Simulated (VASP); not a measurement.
Write the native input for VASP 6.6.1 that does the following.

```yaml
Task: single point
Functional: LDA
Potentials_or_basis: VASP PAW LDA potentials, release 64 (Ti_sv)
Cutoff: 520 eV
k_mesh: 11 × 11 × 6
Occupations: methfessel-paxton, width 0.1 eV
Spin: no spin polarisation
Dipole_correction: no
Further_INCAR_settings: ALGO = Normal; EDIFF = 1e-06; NBANDS = 19
```

The structure of Ti lies in POSCAR:

```
Ti
1.0
    3.0452263406      0.0000000000      0.0000000000
   -1.5226131703      2.6372434320      0.0000000000
    0.0000000000      0.0000000000      4.8310709403
Ti
2
Direct
    0.3333333333      0.6666666667      0.2500000000
    0.6666666667      0.3333333333      0.7500000000
```

One way to write it, as run:

INCAR

```
SYSTEM = Ti
ALGO     = Normal         ! electronic algorithm
EDIFF    = 1E-6           ! SCF threshold, eV
ENCUT    = 520            ! plane-wave cutoff, eV
ISIF     = 2              ! what is computed and relaxed
ISMEAR   = 1              ! smearing method
LASPH    = .TRUE.         ! aspherical terms in the spheres
LCHARG   = .FALSE.        ! write CHGCAR
LREAL    = .FALSE.        ! projectors in reciprocal space
LWAVE    = .FALSE.        ! write WAVECAR
NBANDS   = 19             ! bands
NELM     = 80             ! most SCF steps
PREC     = Accurate       ! precision mode
SIGMA    = 0.1            ! smearing width, eV
```

KPOINTS

```
k-points
0
G
  11 11 6
  0 0 0
```

Potentials or basis: VASP PAW LDA potentials, release 64 (Ti_sv).

Launch:

```bash
$ cat potpaw_LDA.64/Ti_sv/POTCAR > POTCAR
$ mpirun -np 1 vasp_std > vasp.out
```

Results of the run:

The pressure is -16.9 GPa. The band gap on the k mesh is zero (band 12 reaches 7.65 eV, above the bottom of band 13 at 6.73 eV).

It took 13 s on 1 thread of Intel(R) Xeon(R) 6975P-C (Granite Rapids) (shared host), peak memory 0.16 GiB.
